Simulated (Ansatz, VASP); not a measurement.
Two plane-wave programs on As

INCAR

```
PREC = Accurate
ENCUT = 520
EDIFF = 1E-6
ISMEAR = -1
SIGMA = 0.1
LREAL = False
LASPH = True
NELM = 60
ALGO = Normal
ISIF = 2
LWAVE = False
LCHARG = True
GGA = RE
LELF = True
LVHAR = True
NBANDS = 18
```

The input KPOINTS:

```
regular mesh
0
Gamma
  14 14 4
```

POSCAR

```
As
1.0
    2.8647579110      0.0000000000      0.0000000000
   -1.4323789555      2.4809531266      0.0000000000
    0.0000000000      0.0000000000      9.6956147184
As
4
Direct
    0.0000000000      0.0000000000      0.0000000000
    0.0000000000      0.0000000000      0.5000000000
    0.3333333333      0.6666666667      0.2500000000
    0.6666666667      0.3333333333      0.7500000000
```

Input for Ansatz:

```yaml
crystal:
  lattice:
    - [2.864757911, 0.0, 0.0]
    - [-1.4323789555, 2.4809531266, 0.0]
    - [0.0, 0.0, 9.6956147184]
  atoms:
    - { symbol: As, position: [0.0, 0.0, 0.0] }
    - { symbol: As, position: [0.0, 0.0, 0.5] }
    - { symbol: As, position: [0.3333333333, 0.6666666667, 0.25] }
    - { symbol: As, position: [0.6666666667, 0.3333333333, 0.75] }
hamiltonian:
  xc: revpbe
  pseudopotentials:
    kind: paw
    azcp:
      As: "pseudopotentials/As.paw.azcp"
basis:
  ecutwfc: 420
  fft_grid_basis: typed
kpoints:
  mp_grid: { grid: [14, 14, 4], shift: [0, 0, 0] }
magnetization:
  spin_polarized: false
scf:
  occupations: { method: fermi_dirac, width: 0.1 }
  lower_state_search: "off"
output:
  stress: true
```

Alike in both runs: task single point; functional revPBE; k mesh 14 × 14 × 4; occupations fermi-dirac, width 0.1 eV; no spin polarisation.

|  | VASP | Ansatz |
| --- | --- | --- |
| version | VASP 6.6.1 | Ansatz 0.2.0 |
| potentials or method | VASP PAW PBE potentials, release 64 (As), cutoff 520 eV | plane waves (420 eV) with PAW, scalar-relativistic |
| valence electrons in the cell | 20 | 60 |

VASP gave:

- pressure (GPa): 12.9
- traceless stress, the component that is largest in VASP (GPa): 0.22

**Question.** What did Ansatz give for the same quantities?

**Answer.** Pressure (GPa): 12.8; traceless stress, the component that is largest in VASP (GPa): 0.24.

VASP's potentials were made for PBE, not for revPBE. The functional is the same, so the differences come from potentials, cutoffs and numerics. VASP's potentials hold 20 valence electrons a cell and Ansatz's 60, so a difference there can come from the potentials and not from the codes.
